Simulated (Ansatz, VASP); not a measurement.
**In4Fe: VASP beside Ansatz**

```
In Fe
1.0
    -3.02621    3.02621    3.02621
     3.02621   -3.02621    3.02621
     3.02621    3.02621   -3.02621
In Fe
4 1
Direct
  0.00000 0.00000 0.50000
  0.00000 0.50000 0.00000
  0.50000 0.00000 0.00000
  0.50000 0.50000 0.50000
  0.00000 0.00000 0.00000
```

Change from the starting cell: species swapped into the MnGa4 type (Im-3m, No. 229).

Alike in both runs: task relaxation of cell and atoms; functional PBE; k mesh 4 × 4 × 4; occupations gaussian, width 0.1 eV; collinear spin.

```csv
,VASP,Ansatz
version,VASP 6.6.1,Ansatz 0.2.0
potentials or method,"VASP PAW PBE potentials, release 64 (In_d, Fe), cutoff 600 eV","scalar-relativistic, plane waves, PAW"
valence electrons in the cell,60,68
```

|  | VASP | Ansatz | Ansatz less VASP |
| --- | --- | --- | --- |
| gap on the k mesh at the Fermi level, each at its own relaxed structure (eV) | none | none | - |
| net moment per atom (μB) | 0.39 | 0.39 | 0.000 |
| size of the moment on the site where the two differ most (μB) | 1.91 | 1.93 | +0.016 |
| relaxed volume (Å³/atom) | 23.83 | 23.81 | -0.024 |
| relaxed cell length with the largest relative difference (Å) | 5.369 | 5.367 | -0.0018 |

Site moments also hang on the region over which each program counts them. A gap of «none» marks a metal or a gap that the smearing closes. VASP's potentials hold 60 valence electrons a cell and Ansatz's 68, so a difference there can come from the potentials and not from the codes.

The k mesh is coarse, so the values compare programs but aren't converged.
